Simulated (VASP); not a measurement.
# SiC (F-43m) in VASP: a series of runs

The runs below take SiC through single point, with LDA.

Everything below comes from runs of VASP 6.6.1. Logs are shortened: lines on timing, memory, paths and dates and some standing lists are left out, and cuts for length are marked.

**What was measured.**

From “Insight into the structural, elastic and electronic properties of a new orthorhombic 6O-SiC polytype”, 2020, pmc:7200658, for a bulk crystal of SiC: band gap 2.4 eV (indirect).

How close the calculation comes is told below.

### Step 1. The cell of the first run

It takes space group F-43m (No. 216, cubic). Conventional cell: a = 4.329 Å, b = 4.329 Å, c = 4.329 Å, α = 90.00°, β = 90.00°, γ = 90.00°. Within 2.5 Å of Si (site symmetry -43m) lie 4 C at 1.87 Å. Within 2.5 Å of C (site symmetry -43m) lie 4 Si at 1.87 Å.

### Step 2. Single point, LDA

File INCAR:

```
PREC = Accurate
ENCUT = 520
EDIFF = 1E-6
ISMEAR = 0
SIGMA = 0.05
LREAL = False
LASPH = True
NELM = 80
ALGO = Normal
ISIF = 2
LWAVE = False
LCHARG = False
GGA = CA
NBANDS = 11
```

File KPOINTS:

```
regular mesh
0
Gamma
  12 12 12
```

File POSCAR:

```
SiC
1.0
    0.0000000000      2.1644105370      2.1644105370
    2.1644105370      0.0000000000      2.1644105370
    2.1644105370      2.1644105370      0.0000000000
Si C
1 1
Direct
    0.0000000000      0.0000000000      0.0000000000
    0.7500000000      0.7500000000      0.7500000000
```

Potentials or basis: VASP PAW LDA potentials, release 64 (Si, C).

Command:

```
> cat potpaw_LDA.64/Si/POTCAR potpaw_LDA.64/C/POTCAR > POTCAR
> mpirun -np 1 vasp_std > vasp.out
```

OUTCAR:

```text
PREC = Accurate
   ENCUT = 520
   EDIFF = 1E-6
   ISMEAR = 0
   LREAL = False
   LASPH = True
   NELM = 80
   ISIF = 2
   GGA = CA

 ion  position               nearest neighbor table
   1  0.000  0.000  0.000-   2 1.87   2 1.87   2 1.87   2 1.87
   2  0.750  0.750  0.750-   1 1.87   1 1.87   1 1.87   1 1.87

  LATTYP: Found a face centered cubic cell.
 ALAT       =     4.3288210740

  Lattice vectors:

 A1 = (   0.0000000000,   2.1644105370,   2.1644105370)
 A2 = (   2.1644105370,   0.0000000000,   2.1644105370)
 A3 = (   2.1644105370,   2.1644105370,   0.0000000000)

Analysis of symmetry for initial positions (statically):
=====================================================================
 Subroutine PRICEL returns:
 Original cell was already a primitive cell.

 Routine SETGRP: Setting up the symmetry group for a
 face centered cubic supercell.

 Subroutine GETGRP returns: Found 24 space group operations
 (whereof 24 operations were pure point group operations)
 out of a pool of 48 trial point group operations.

The static configuration has the point symmetry T_d .

Analysis of symmetry for dynamics (positions and initial velocities):
=====================================================================
 Subroutine PRICEL returns:
 Original cell was already a primitive cell.

 Routine SETGRP: Setting up the symmetry group for a
 face centered cubic supercell.

 Subroutine GETGRP returns: Found 24 space group operations
 (whereof 24 operations were pure point group operations)
 out of a pool of 48 trial point group operations.

The dynamic configuration has the point symmetry T_d .

 Subroutine INISYM returns: Found 24 space group operations
 (whereof 24 operations are pure point group operations),
 and found     1 'primitive' translations

----------------------------------------------------------------------------------------

                                     Primitive cell

  volume of cell :      20.2791

  direct lattice vectors                    reciprocal lattice vectors
     0.000000000  2.164410537  2.164410537    -0.231009779  0.231009779  0.231009779
     2.164410537  0.000000000  2.164410537     0.231009779 -0.231009779  0.231009779
     2.164410537  2.164410537  0.000000000     0.231009779  0.231009779 -0.231009779

  length of vectors
     3.060938736  3.060938736  3.060938736     0.400120674  0.400120674  0.400120674

  position of ions in fractional coordinates (direct lattice)
     0.000000000  0.000000000  0.000000000
     0.750000000  0.750000000  0.750000000

  ion indices of the primitive-cell ions
   primitive index   ion index
                 1           1
                 2           2

----------------------------------------------------------------------------------------

 KPOINTS: regular mesh

Automatic generation of k-mesh.
 Grid dimensions read from file:
 generate k-points for:   12   12   12

 Generating k-lattice:

  Cartesian coordinates                     Fractional coordinates (reciprocal lattice)
    -0.019250815  0.019250815  0.019250815     0.083333333  0.000000000  0.000000000
     0.019250815 -0.019250815  0.019250815     0.000000000  0.083333333  0.000000000
     0.019250815  0.019250815 -0.019250815     0.000000000  0.000000000  0.083333333

  Length of vectors
     0.033343390  0.033343390  0.033343390

  Shift w.r.t. Gamma in fractional coordinates (k-lattice)
     0.000000000  0.000000000  0.000000000

 Subroutine IBZKPT returns following result:
 ===========================================

 Found     72 irreducible k-points:

 Following reciprocal coordinates:
            Coordinates               Weight
  0.000000  0.000000  0.000000      1.000000
  0.083333  0.000000  0.000000      8.000000
  0.166667  0.000000  0.000000      8.000000
  0.250000  0.000000  0.000000      8.000000
  0.333333  0.000000  0.000000      8.000000
  0.416667  0.000000  0.000000      8.000000
[... 16 lines left out ...]
  0.500000  0.166667  0.000000     24.000000
 -0.416667  0.166667  0.000000     24.000000
 [... further k-points ...]
   k-points           NKPTS =     72   k-points in BZ     NKDIM =     72   number of bands    NBANDS=     11
   number of dos      NEDOS =    301   number of ions     NIONS =      2
   total plane-waves  NPLWV =  13824
   dimension x,y,z NGX =    24 NGY =   24 NGZ =   24
   dimension x,y,z NGXF=    48 NGYF=   48 NGZF=   48
   ions per type =               1   1
   NGX,Y,Z   is equivalent  to a cutoff of  13.03, 13.03, 13.03 a.u.
   NGXF,Y,Z  is equivalent  to a cutoff of  26.07, 26.07, 26.07 a.u.
 SYSTEM =  unknown system
   PREC   = accura    normal or accurate (medium, high low for compatibility)
   ISTART =      0    job   : 0-new  1-cont  2-samecut
   ICHARG =      2    charge: 1-file 2-atom 10-const
   ISPIN  =      1    spin polarized calculation?
   LNONCOLLINEAR =      F non collinear calculations
   LSORBIT =      F    spin-orbit coupling
   LASPH  =      T    aspherical Exc in radial PAW
   ENCUT  =  520.0 eV  38.22 Ry    6.18 a.u.   5.69  5.69  5.69*2*pi/ulx,y,z
   NELM   =     80;   NELMIN=  2; NELMDL= -5     # of ELM steps
   EDIFF  = 0.1E-05   stopping-criterion for ELM
   LREAL  =      F    real-space projection
[... 7 lines left out ...]
   TEBEG  =    0.0;   TEEND  =   0.0 temperature during run
   PSTRESS=    0.0 pullay stress
   NELECT =       8.0000    total number of electrons
   NUPDOWN=      -1.0000    fix difference up-down
   EMIN   =  10.00;   EMAX   =-10.00  energy-range for DOS
   EFERMI =   0.00;   METHOD = LEGACY
   ISMEAR =     0;   SIGMA  =   0.05  broadening in eV -4-tet -1-fermi 0-gaus
   EFERMI_NEDOS =   21; number of points for ismear=-14 and -15
   IALGO  =     38    algorithm
   IMIX   =      4    mixing-type and parameters
     AMIX     =   0.40;   BMIX     =  1.00
     AMIX_MAG =   1.60;   BMIX_MAG =  1.00
  volume/ion in A,a.u.               =      10.14        68.43
  Fermi-wavevector in a.u.,A,eV,Ry     =   1.200665  2.268928 19.614111  1.441596
  Thomas-Fermi vector in A             =   2.336495
   LORBIT       =      0    0 simple, 1 ext, 2 COOP (PROOUT), +10 PAW based schemes
   GGA     = CA    functional components
   LHFCALC =     F    Hartree Fock is set to
   AEXX    =    0.0000 exact exchange contribution
   IVDW    =     0    specifies the selected vdW correction
   LEPSILON=     F    determine dielectric tensor
   LRPA    =     F    only Hartree local field effects (RPA)
 non-spin polarized calculation
 Gauss-broadening in eV      SIGMA  =   0.05
  energy-cutoff  :      520.00
  volume of cell :       20.28
 maximum number of plane-waves:       568
   NGX = 11   NGY = 11   NGZ = 11

 number of electron       8.0000000 magnetization

 Free energy of the ion-electron system (eV)
  ---------------------------------------------------
  ext. energy  EPLUGINS =         0.00000000
  ---------------------------------------------------
  free energy    TOTEN  =       -16.64263655 eV

  energy without entropy =      -16.64263655  energy(sigma->0) =      -16.64263655

 E-fermi :   8.6147     XC(G=0): -11.6426

 val. band max:        8.2923694593   @ k =   0.0000   0.0000   0.0000
 cond. band min:       9.5797327546   @ k =   0.5000   0.5000   0.0000
 fundamental gap:      1.2873632953
 Fermi energy:         8.6146966027

 k-point     1 :       0.0000    0.0000    0.0000
  band No.  band energies     occupation
      1      -7.1817      2.00000
      2       8.2924      2.00000
      3       8.2924      2.00000
      4       8.2924      2.00000
      5      14.8222      0.00000
      6      15.6236      0.00000
      7      15.6236      0.00000
      8      15.6236      0.00000
      9      22.8692      0.00000
     10      22.8692      0.00000
     11      24.7775      0.00000

 k-point     2 :       0.0833    0.0000    0.0000
  band No.  band energies     occupation
      1      -7.0433      2.00000
      2       7.5723      2.00000
      3       8.1965      2.00000
      4       8.1965      2.00000
      5      14.9986      0.00000
      6      15.8009      0.00000
      7      15.8009      0.00000
      8      15.8196      0.00000
      9      22.0985      0.00000
     10      22.0985      0.00000
     11      24.6541      0.00000

 k-point     3 :       0.1667    0.0000    0.0000
  band No.  band energies     occupation
      1      -6.6318      2.00000
      2       5.9264      2.00000
      3       7.9596      2.00000
      4       7.9596      2.00000
      5      14.7792      0.00000
      6      16.1429      0.00000
      7      16.1429      0.00000
      8      16.7624      0.00000
      9      21.2916      0.00000
     10      21.2916      0.00000
     11      23.9291      0.00000

 k-point     4 :       0.2500    0.0000    0.0000
  band No.  band energies     occupation
      1      -5.9608      2.00000
      2       3.9864      2.00000
      3       7.6817      2.00000
      4       7.6817      2.00000
      5      14.4129      0.00000
      6      16.2148      0.00000
      7      16.2148      0.00000
      8      17.7256      0.00000
      9      21.4386      0.00000
     10      21.4386      0.00000
     11      23.4258      0.00000

 k-point     5 :       0.3333    0.0000    0.0000
  band No.  band energies     occupation
      1      -5.0668      2.00000
      2       2.0731      2.00000
      3       7.4428      2.00000
      4       7.4428      2.00000
      5      14.1122      0.00000
      6      15.9337      0.00000
      7      15.9337      0.00000
      8      18.2359      0.00000
      9      22.6139      0.00000
     10      22.6139      0.00000
     11      23.5623      0.00000
[... 211 lines left out ...]
 k-point    21 :       0.3333    0.1667    0.0000
  band No.  band energies     occupation
      1      -5.2126      2.00000
      2       3.5137      2.00000
      3       6.4883      2.00000
      4       6.5253      2.00000
      5      13.1911      0.00000
      6      15.8986      0.00000
      7      17.3618      0.00000
      8      17.9766      0.00000
      9      20.9904      0.00000
     10      24.4874      0.00000
     11      26.1376      0.00000

 k-point    22 :       0.4167    0.1667    0.0000
  band No.  band energies     occupation
      1      -4.2803      2.00000
      2       1.8020      2.00000
      3       5.9655      2.00000
      4       6.4354      2.00000
      5      13.0518      0.00000
      6      16.2509      0.00000
      7      17.6026      0.00000
      8      17.8564      0.00000
      9      21.7842      0.00000
     10      25.6440      0.00000
     11      26.2439      0.00000

 k-point    23 :       0.5000    0.1667    0.0000
  band No.  band energies     occupation
      1      -3.3550      2.00000
      2       0.4274      2.00000
      3       5.5005      2.00000
      4       6.5195      2.00000
      5      13.1049      0.00000
      6      16.1879      0.00000
      7      17.1584      0.00000
      8      18.9901      0.00000
      9      22.2560      0.00000
     10      25.6364      0.00000
     11      26.5359      0.00000

 k-point    24 :      -0.4167    0.1667    0.0000
  band No.  band energies     occupation
      1      -3.1595      2.00000
      2       0.1718      2.00000
      3       5.1795      2.00000
      4       6.7640      2.00000
      5      13.4171      0.00000
      6      16.1026      0.00000
      7      16.8355      0.00000
      8      19.5167      0.00000
      9      22.9842      0.00000
     10      23.7382      0.00000
     11      26.5245      0.00000

 [... further k-points ...]

------------------------ aborting loop because EDIFF is reached ----------------------------------------

  FORCE on cell =-STRESS in cart. coord.  units (eV):
  Direction    XX          YY          ZZ          XY          YZ          ZX
  --------------------------------------------------------------------------------------
  -------------------------------------------------------------------------------------
  Total        0.0558681      0.0558681      0.0558681      0.0000000      0.0000000      0.0000000
  in kB        4.4139309      4.4139309      4.4139309      0.0000000      0.0000000      0.0000000
  external PRESSURE =       4.4139309 kB  Pullay stress =       0.0000000 kB

 VOLUME and BASIS-vectors are now :
 -----------------------------------------------------------------------------
  energy-cutoff  :      520.00
  volume of cell :       20.28
      direct lattice vectors                 reciprocal lattice vectors
     0.000000000  2.164410537  2.164410537    -0.231009779  0.231009779  0.231009779
     2.164410537  0.000000000  2.164410537     0.231009779 -0.231009779  0.231009779
     2.164410537  2.164410537  0.000000000     0.231009779  0.231009779 -0.231009779

 POSITION                                       TOTAL-FORCE (eV/Angst)
 -----------------------------------------------------------------------------------
      0.00000      0.00000      0.00000         0.000000      0.000000     -0.000000
      3.24662      3.24662      3.24662        -0.000000     -0.000000      0.000000
 -----------------------------------------------------------------------------------
    total drift:                               -0.000000     -0.000000     -0.000000

  FREE ENERGIE OF THE ION-ELECTRON SYSTEM (eV)
  ---------------------------------------------------
  free  energy   TOTEN  =       -16.6426365456 eV

  energy  without entropy=      -16.6426365456  energy(sigma->0) =      -16.64263655
```

Run time: 6.4 s. Hardware: 1 thread of AMD EPYC 9R45 (Zen 5), shared host; peak memory 0.1 GiB.

What came out:

- Free energy: -16.6426 eV
- Pressure: 0.4 GPa
- Band gap on the k mesh: 1.29 eV, indirect (least direct gap 4.52 eV)

(Part 1 of 2 ends here.)
